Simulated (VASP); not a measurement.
# CaO (Fm-3m) in VASP: further runs

Runs on CaO. Level: r2SCAN. Tasks: single point.

Everything below comes from runs of VASP 6.6.1. Logs are shortened: lines on timing, memory, paths and dates and some standing lists are left out, and cuts for length are marked.

## Step 1: The cell of the first run

It takes space group Fm-3m (No. 225, cubic). Conventional cell: a = 4.795 Å, b = 4.795 Å, c = 4.795 Å, α = 90.00°, β = 90.00°, γ = 90.00°. Ca (site symmetry m-3m) has 6 O at 2.40 Å within 3.2 Å. Within 3.2 Å of O (site symmetry m-3m) lie 6 Ca at 2.40 Å.

## Step 2: Single point, r2SCAN

Contents of POSCAR:

```
CaO
1.0
    0.0000000000      2.3975473901      2.3975473901
    2.3975473901      0.0000000000      2.3975473901
    2.3975473901      2.3975473901      0.0000000000
Ca O
1 1
Direct
    0.0000000000      0.0000000000      0.0000000000
    0.5000000000      0.5000000000      0.5000000000
```

Contents of INCAR.step1:

```
PREC = Accurate ; ENCUT = 520
ISMEAR = 0 ; SIGMA = 0.01
LREAL = False ; LASPH = True
NELM = 80 ; NBANDS = 15
GGA = PE ; ALGO = Normal
EDIFF = 1E-4 ; LWAVE = True
LCHARG = False
```

Contents of INCAR.step2:

```
PREC = Accurate ; ENCUT = 520
EDIFF = 1E-6 ; ISMEAR = 0
SIGMA = 0.01 ; LREAL = False
LASPH = True ; NELM = 80
ALGO = Normal ; ISIF = 2
LWAVE = False ; LCHARG = False
METAGGA = R2SCAN ; LMIXTAU = True
NBANDS = 15 ; ISTART = 1
```

Contents of KPOINTS:

```
regular mesh
0
Gamma
  6 6 6
```

Potentials or basis: VASP PAW PBE potentials, release 64 (Ca_sv, O).

On the command line:

```sh
> cat potpaw_PBE.64/Ca_sv/POTCAR potpaw_PBE.64/O/POTCAR > POTCAR
> cp INCAR.step1 INCAR
> mpirun -np 1 vasp_std > vasp.out
> cp INCAR.step2 INCAR
> mpirun -np 1 vasp_std > vasp.out
```

OUTCAR:

```text
PREC = Accurate
   ENCUT = 520
   EDIFF = 1E-6
   ISMEAR = 0
   LREAL = False
   LASPH = True
   NELM = 80
   ISIF = 2
   METAGGA = R2SCAN
   ISTART = 1

 ion  position               nearest neighbor table
   1  0.000  0.000  0.000-   2 2.40   2 2.40   2 2.40   2 2.40   2 2.40   2 2.40
   2  0.500  0.500  0.500-   1 2.40   1 2.40   1 2.40   1 2.40   1 2.40   1 2.40

  LATTYP: Found a face centered cubic cell.
 ALAT       =     4.7950947802

  Lattice vectors:

 A1 = (   0.0000000000,   2.3975473901,   2.3975473901)
 A2 = (   2.3975473901,   0.0000000000,   2.3975473901)
 A3 = (   2.3975473901,   2.3975473901,   0.0000000000)

Analysis of symmetry for initial positions (statically):
=====================================================================
 Subroutine PRICEL returns:
 Original cell was already a primitive cell.

 Routine SETGRP: Setting up the symmetry group for a
 face centered cubic supercell.

 Subroutine GETGRP returns: Found 48 space group operations
 (whereof 48 operations were pure point group operations)
 out of a pool of 48 trial point group operations.

The static configuration has the point symmetry O_h .

Analysis of symmetry for dynamics (positions and initial velocities):
=====================================================================
 Subroutine PRICEL returns:
 Original cell was already a primitive cell.

 Routine SETGRP: Setting up the symmetry group for a
 face centered cubic supercell.

 Subroutine GETGRP returns: Found 48 space group operations
 (whereof 48 operations were pure point group operations)
 out of a pool of 48 trial point group operations.

The dynamic configuration has the point symmetry O_h .

 Subroutine INISYM returns: Found 48 space group operations
 (whereof 48 operations are pure point group operations),
 and found     1 'primitive' translations

----------------------------------------------------------------------------------------

                                     Primitive cell

  volume of cell :      27.5633

  direct lattice vectors                    reciprocal lattice vectors
     0.000000000  2.397547390  2.397547390    -0.208546451  0.208546451  0.208546451
     2.397547390  0.000000000  2.397547390     0.208546451 -0.208546451  0.208546451
     2.397547390  2.397547390  0.000000000     0.208546451  0.208546451 -0.208546451

  length of vectors
     3.390644036  3.390644036  3.390644036     0.361213049  0.361213049  0.361213049

  position of ions in fractional coordinates (direct lattice)
     0.000000000  0.000000000  0.000000000
     0.500000000  0.500000000  0.500000000

  ion indices of the primitive-cell ions
   primitive index   ion index
                 1           1
                 2           2

----------------------------------------------------------------------------------------

 KPOINTS: regular mesh

Automatic generation of k-mesh.
 Grid dimensions read from file:
 generate k-points for:    6    6    6

 Generating k-lattice:

  Cartesian coordinates                     Fractional coordinates (reciprocal lattice)
    -0.034757742  0.034757742  0.034757742     0.166666667  0.000000000  0.000000000
     0.034757742 -0.034757742  0.034757742     0.000000000  0.166666667  0.000000000
     0.034757742  0.034757742 -0.034757742     0.000000000  0.000000000  0.166666667

  Length of vectors
     0.060202175  0.060202175  0.060202175

  Shift w.r.t. Gamma in fractional coordinates (k-lattice)
     0.000000000  0.000000000  0.000000000

 Subroutine IBZKPT returns following result:
 ===========================================

 Found     16 irreducible k-points:

 Following reciprocal coordinates:
            Coordinates               Weight
  0.000000  0.000000  0.000000      1.000000
  0.166667  0.000000  0.000000      8.000000
  0.333333  0.000000  0.000000      8.000000
  0.500000  0.000000  0.000000      4.000000
  0.166667  0.166667  0.000000      6.000000
  0.333333  0.166667  0.000000     24.000000
[... 8 lines left out ...]
 -0.333333  0.333333  0.166667     24.000000
 -0.333333  0.500000  0.166667     12.000000
   k-points           NKPTS =     16   k-points in BZ     NKDIM =     16   number of bands    NBANDS=     15
   number of dos      NEDOS =    301   number of ions     NIONS =      2
   total plane-waves  NPLWV =  21952
   dimension x,y,z NGX =    28 NGY =   28 NGZ =   28
   dimension x,y,z NGXF=    56 NGYF=   56 NGZF=   56
   ions per type =               1   1
   NGX,Y,Z   is equivalent  to a cutoff of  13.73, 13.73, 13.73 a.u.
   NGXF,Y,Z  is equivalent  to a cutoff of  27.46, 27.46, 27.46 a.u.
 SYSTEM =  unknown system
   PREC   = accura    normal or accurate (medium, high low for compatibility)
   ISTART =      1    job   : 0-new  1-cont  2-samecut
   ICHARG =      0    charge: 1-file 2-atom 10-const
   ISPIN  =      1    spin polarized calculation?
   LNONCOLLINEAR =      F non collinear calculations
   LSORBIT =      F    spin-orbit coupling
   LASPH  =      T    aspherical Exc in radial PAW
   ENCUT  =  520.0 eV  38.22 Ry    6.18 a.u.   6.30  6.30  6.30*2*pi/ulx,y,z
   NELM   =     80;   NELMIN=  2; NELMDL=  0     # of ELM steps
   EDIFF  = 0.1E-05   stopping-criterion for ELM
   LREAL  =      F    real-space projection
[... 7 lines left out ...]
   TEBEG  =    0.0;   TEEND  =   0.0 temperature during run
   PSTRESS=    0.0 pullay stress
   NELECT =      16.0000    total number of electrons
   NUPDOWN=      -1.0000    fix difference up-down
   EMIN   =  10.00;   EMAX   =-10.00  energy-range for DOS
   EFERMI =   0.00;   METHOD = LEGACY
   ISMEAR =     0;   SIGMA  =   0.01  broadening in eV -4-tet -1-fermi 0-gaus
   EFERMI_NEDOS =   21; number of points for ismear=-14 and -15
   IALGO  =     38    algorithm
   IMIX   =      4    mixing-type and parameters
     AMIX     =   0.40;   BMIX     =  1.00
     AMIX_MAG =   1.60;   BMIX_MAG =  1.00
  volume/ion in A,a.u.               =      13.78        93.00
  Fermi-wavevector in a.u.,A,eV,Ry     =   1.365644  2.580694 25.374656  1.864985
  Thomas-Fermi vector in A             =   2.491855
   LORBIT       =      0    0 simple, 1 ext, 2 COOP (PROOUT), +10 PAW based schemes
   METAGGA = R2SCAN    functional components
   LHFCALC =     F    Hartree Fock is set to
   AEXX    =    0.0000 exact exchange contribution
   IVDW    =     0    specifies the selected vdW correction
   LEPSILON=     F    determine dielectric tensor
   LRPA    =     F    only Hartree local field effects (RPA)
 non-spin polarized calculation
 Gauss-broadening in eV      SIGMA  =   0.01
  energy-cutoff  :      520.00
  volume of cell :       27.56
 maximum number of plane-waves:       754
 NGX is ok and might be reduce to    28
   NGX = 13   NGY = 13   NGZ = 13

 number of electron      15.9999997 magnetization

 Free energy of the ion-electron system (eV)
  ---------------------------------------------------
  ext. energy  EPLUGINS =         0.00000000
  ---------------------------------------------------
  free energy    TOTEN  =       -19.45302607 eV

  energy without entropy =      -19.45302607  energy(sigma->0) =      -19.45302607

 E-fermi :   2.1251     XC(G=0): -11.1120

 val. band max:        2.0550001376   @ k =   0.0000   0.0000   0.0000
 cond. band min:       6.2418613462   @ k =   0.5000   0.5000   0.0000
 fundamental gap:      4.1868612085
 Fermi energy:         2.1250637264

 k-point     1 :       0.0000    0.0000    0.0000
  band No.  band energies     occupation
      1     -36.9712      2.00000
      2     -16.8580      2.00000
      3     -16.8580      2.00000
      4     -16.8580      2.00000
      5     -14.4320      2.00000
      6       2.0550      2.00000
      7       2.0550      2.00000
      8       2.0550      2.00000
      9       7.5435      0.00000
     10       8.9256      0.00000
     11       8.9257      0.00000
     12       8.9257      0.00000
     13      10.5337      0.00000
     14      10.5337      0.00000
     15      17.8744      0.00000

 k-point     2 :       0.1667    0.0000    0.0000
  band No.  band energies     occupation
      1     -36.9452      2.00000
      2     -17.2604      2.00000
      3     -16.8710      2.00000
      4     -16.8710      2.00000
      5     -14.0145      2.00000
      6       1.2195      2.00000
      7       1.7052      2.00000
      8       1.7052      2.00000
      9       8.6425      0.00000
     10       8.9096      0.00000
     11       9.3999      0.00000
     12       9.3999      0.00000
     13      11.1765      0.00000
     14      11.1765      0.00000
     15      18.7819      0.00000

 k-point     3 :       0.3333    0.0000    0.0000
  band No.  band energies     occupation
      1     -36.8927      2.00000
      2     -17.8551      2.00000
      3     -16.8967      2.00000
      4     -16.8967      2.00000
      5     -13.3851      2.00000
      6      -0.0397      2.00000
      7       1.1065      2.00000
      8       1.1065      2.00000
      9       9.2426      0.00000
     10      10.4927      0.00000
     11      10.4928      0.00000
     12      10.6080      0.00000
     13      12.5084      0.00000
     14      12.5084      0.00000
     15      18.2517      0.00000
[... 199 lines left out ...]
 k-point    15 :      -0.3333    0.3333    0.1667
  band No.  band energies     occupation
      1     -36.8425      2.00000
      2     -17.6741      2.00000
      3     -17.1906      2.00000
      4     -17.0580      2.00000
      5     -13.5927      2.00000
      6       0.3450      2.00000
      7       0.9715      2.00000
      8       1.0442      2.00000
      9       9.2422      0.00000
     10       9.2438      0.00000
     11      11.5043      0.00000
     12      11.8962      0.00000
     13      12.9693      0.00000
     14      15.8785      0.00000
     15      16.9152      0.00000

 k-point    16 :      -0.3333    0.5000    0.1667
  band No.  band energies     occupation
      1     -36.8348      2.00000
      2     -17.3748      2.00000
      3     -17.2906      2.00000
      4     -17.1859      2.00000
      5     -13.8664      2.00000
      6       0.8565      2.00000
      7       0.9774      2.00000
      8       1.2614      2.00000
      9       7.6631      0.00000
     10      10.4218      0.00000
     11      11.1594      0.00000
     12      12.3431      0.00000
     13      12.5612      0.00000
     14      15.9347      0.00000
     15      16.9183      0.00000

------------------------ aborting loop because EDIFF is reached ----------------------------------------

  FORCE on cell =-STRESS in cart. coord.  units (eV):
  Direction    XX          YY          ZZ          XY          YZ          ZX
  --------------------------------------------------------------------------------------
  -------------------------------------------------------------------------------------
  Total        0.1782601      0.1782601      0.1782601     -0.0000000      0.0000000      0.0000000
  in kB       10.3617523     10.3617523     10.3617523     -0.0000000      0.0000000      0.0000000
  external PRESSURE =      10.3617523 kB  Pullay stress =       0.0000000 kB

 VOLUME and BASIS-vectors are now :
 -----------------------------------------------------------------------------
  energy-cutoff  :      520.00
  volume of cell :       27.56
      direct lattice vectors                 reciprocal lattice vectors
     0.000000000  2.397547390  2.397547390    -0.208546451  0.208546451  0.208546451
     2.397547390  0.000000000  2.397547390     0.208546451 -0.208546451  0.208546451
     2.397547390  2.397547390  0.000000000     0.208546451  0.208546451 -0.208546451

 POSITION                                       TOTAL-FORCE (eV/Angst)
 -----------------------------------------------------------------------------------
      0.00000      0.00000      0.00000        -0.000000      0.000000     -0.000000
      2.39755      2.39755      2.39755         0.000000     -0.000000      0.000000
 -----------------------------------------------------------------------------------
    total drift:                                0.000000      0.000000      0.000000

  FREE ENERGIE OF THE ION-ELECTRON SYSTEM (eV)
  ---------------------------------------------------
  free  energy   TOTEN  =       -19.4530260651 eV

  energy  without entropy=      -19.4530260651  energy(sigma->0) =      -19.45302607
```

Run time: 60 s. Hardware: 1 thread of Intel Xeon 8259CL, shared host; peak memory 0.17 GiB.

What came out:

```
Free energy            : -19.4530 eV
Pressure               : 1.0 GPa
Band gap on the k mesh : 4.19 eV (least direct gap 4.56 eV)
```

Caveat: the PAW data sets were made with another functional, which shifts forces and pressure a little. A k mesh can miss the band edges.

## Step 3: Single point, r2SCAN

POSCAR is that of step 2.

Contents of INCAR.step1:

```
SYSTEM = CaO
PREC = Accurate ; ENCUT = 520
ISMEAR = 0 ; SIGMA = 0.01
LREAL = .False. ; LASPH = .True.
NELM = 80 ; NBANDS = 15
GGA = PE ; ALGO = Normal
EDIFF = 1E-4 ; LWAVE = .True.
LCHARG = .False.
```

Contents of INCAR.step2:

```
SYSTEM = CaO
PREC = Accurate ; ENCUT = 520
EDIFF = 1E-7 ; ISMEAR = 0
SIGMA = 0.01 ; LREAL = .False.
LASPH = .True. ; NELM = 80
ALGO = Normal ; ISIF = 2
LWAVE = .False. ; LCHARG = .False.
METAGGA = R2SCAN ; LMIXTAU = .True.
NBANDS = 15 ; ISTART = 1
```

Contents of KPOINTS:

```
Automatic mesh
0
Gamma
  6 6 6
  0 0 0
```

Potentials or basis: VASP PAW PBE potentials, release 64 (Ca_sv, O).

On the command line:

```sh
> cat potpaw_PBE.64/Ca_sv/POTCAR potpaw_PBE.64/O/POTCAR > POTCAR
> cp INCAR.step1 INCAR
> mpirun -np 1 vasp_std > vasp.out
> cp INCAR.step2 INCAR
> mpirun -np 1 vasp_std > vasp.out
```

OUTCAR:

```text
SYSTEM = CaO
   PREC = Accurate
   ENCUT = 520
   EDIFF = 1E-7
   ISMEAR = 0
   LREAL = .False.
   LASPH = .True.
   NELM = 80
   ISIF = 2
   METAGGA = R2SCAN
   ISTART = 1

 ion  position               nearest neighbor table
   1  0.000  0.000  0.000-   2 2.40   2 2.40   2 2.40   2 2.40   2 2.40   2 2.40
   2  0.500  0.500  0.500-   1 2.40   1 2.40   1 2.40   1 2.40   1 2.40   1 2.40

  LATTYP: Found a face centered cubic cell.
 ALAT       =     4.7950947802

  Lattice vectors:

 A1 = (   0.0000000000,   2.3975473901,   2.3975473901)
 A2 = (   2.3975473901,   0.0000000000,   2.3975473901)
 A3 = (   2.3975473901,   2.3975473901,   0.0000000000)

Analysis of symmetry for initial positions (statically):
=====================================================================
 Subroutine PRICEL returns:
 Original cell was already a primitive cell.

 Routine SETGRP: Setting up the symmetry group for a
 face centered cubic supercell.

 Subroutine GETGRP returns: Found 48 space group operations
 (whereof 48 operations were pure point group operations)
 out of a pool of 48 trial point group operations.

The static configuration has the point symmetry O_h .

[... 166 lines left out ...]
      6       2.0551      2.00000
      7       2.0551      2.00000
      8       2.0551      2.00000
      9       7.5433      0.00000
     10       8.9255      0.00000
     11       8.9255      0.00000
     12       8.9255      0.00000
     13      10.5335      0.00000
     14      10.5335      0.00000
[... 257 lines left out ...]
      2     -17.3750      2.00000
      3     -17.2907      2.00000
      4     -17.1861      2.00000
      5     -13.8663      2.00000
      6       0.8567      2.00000
      7       0.9776      2.00000
      8       1.2615      2.00000
      9       7.6628      0.00000
     10      10.4215      0.00000
     11      11.1593      0.00000
     12      12.3429      0.00000
     13      12.5610      0.00000
     14      15.9343      0.00000
     15      16.9181      0.00000

------------------------ aborting loop because EDIFF is reached ----------------------------------------

  FORCE on cell =-STRESS in cart. coord.  units (eV):
  Direction    XX          YY          ZZ          XY          YZ          ZX
  --------------------------------------------------------------------------------------
  -------------------------------------------------------------------------------------
  Total        0.1820034      0.1820034      0.1820034      0.0000000     -0.0000000      0.0000000
  in kB       10.5793380     10.5793380     10.5793380      0.0000000     -0.0000000      0.0000000
  external PRESSURE =      10.5793380 kB  Pullay stress =       0.0000000 kB

 VOLUME and BASIS-vectors are now :
 -----------------------------------------------------------------------------
  energy-cutoff  :      520.00
  volume of cell :       27.56
      direct lattice vectors                 reciprocal lattice vectors
     0.000000000  2.397547390  2.397547390    -0.208546451  0.208546451  0.208546451
     2.397547390  0.000000000  2.397547390     0.208546451 -0.208546451  0.208546451
     2.397547390  2.397547390  0.000000000     0.208546451  0.208546451 -0.208546451

 POSITION                                       TOTAL-FORCE (eV/Angst)
 -----------------------------------------------------------------------------------
      0.00000      0.00000      0.00000         0.000000      0.000000      0.000000
      2.39755      2.39755      2.39755        -0.000000     -0.000000     -0.000000
 -----------------------------------------------------------------------------------
    total drift:                                0.000000      0.000000      0.000000

  FREE ENERGIE OF THE ION-ELECTRON SYSTEM (eV)
  ---------------------------------------------------
  free  energy   TOTEN  =       -19.4530263495 eV

  energy  without entropy=      -19.4530263495  energy(sigma->0) =      -19.45302635
```

OUTCAR.step1:

```text
SYSTEM = CaO
   PREC = Accurate
   ENCUT = 520
   ISMEAR = 0
   LREAL = .False.
   LASPH = .True.
[... 499 lines left out ...]
      0.00000      0.00000      0.00000         0.000000     -0.000000      0.000000
      2.39755      2.39755      2.39755        -0.000000      0.000000     -0.000000
 -----------------------------------------------------------------------------------
    total drift:                                0.000000      0.000000      0.000000

  FREE ENERGIE OF THE ION-ELECTRON SYSTEM (eV)
  ---------------------------------------------------
  free  energy   TOTEN  =       -12.7976339506 eV

  energy  without entropy=      -12.7976339506  energy(sigma->0) =      -12.79763395
```

OSZICAR.step1:

```text
N       E                     dE             d eps       ncg     rms          rms(c)
DAV:   1     0.126531582138E+03    0.12653E+03   -0.85461E+03   480   0.111E+03
DAV:   2    -0.935957663924E+01   -0.13589E+03   -0.12622E+03   592   0.295E+02
DAV:   3    -0.143575905869E+02   -0.49980E+01   -0.49480E+01   571   0.585E+01
DAV:   4    -0.145081939561E+02   -0.15060E+00   -0.15041E+00   682   0.884E+00
DAV:   5    -0.145104107585E+02   -0.22168E-02   -0.22168E-02   573   0.943E-01    0.856E+00
DAV:   6    -0.128713101661E+02    0.16391E+01   -0.50614E+00   530   0.220E+01    0.356E+00
DAV:   7    -0.128010333380E+02    0.70277E-01   -0.41250E-01   544   0.660E+00    0.180E+00
DAV:   8    -0.127985993118E+02    0.24340E-02   -0.75227E-02   613   0.295E+00    0.424E-01
DAV:   9    -0.127970068203E+02    0.15925E-02   -0.48482E-03   487   0.580E-01    0.109E-01
DAV:  10    -0.127976594773E+02   -0.65266E-03   -0.74489E-04   572   0.247E-01    0.414E-02
DAV:  11    -0.127976339506E+02    0.25527E-04   -0.47185E-05   401   0.861E-02
   1 F= -.12797634E+02 E0= -.12797634E+02  d E =-.695528-130
```

It took 72 s on 1 thread of Intel Xeon 8259CL, shared host; peak memory 0.17 GiB.

What came out:

```yaml
Free_energy: -19.4530 eV
Pressure: 1.1 GPa
Band_gap_on_the_k_mesh: 4.19 eV (least direct gap 4.56 eV)
```

Levels at points of the mesh, in eV from the valence-band top:
```tsv
k point	band 6	band 7	band 8	band 9	band 10	band 11
(0.00, 0.00, 0.00)	0.00	0.00	0.00	5.49	6.87	6.87
(0.50, 0.00, 0.00)	-2.62	-1.21	-1.21	7.73	9.09	9.09
(0.50, 0.50, 0.00)	-1.29	-0.37	-0.37	4.19	8.82	9.67
```

Caveat: the PAW data sets were made with another functional, which shifts forces and pressure a little.

[end of part 1 of 3]
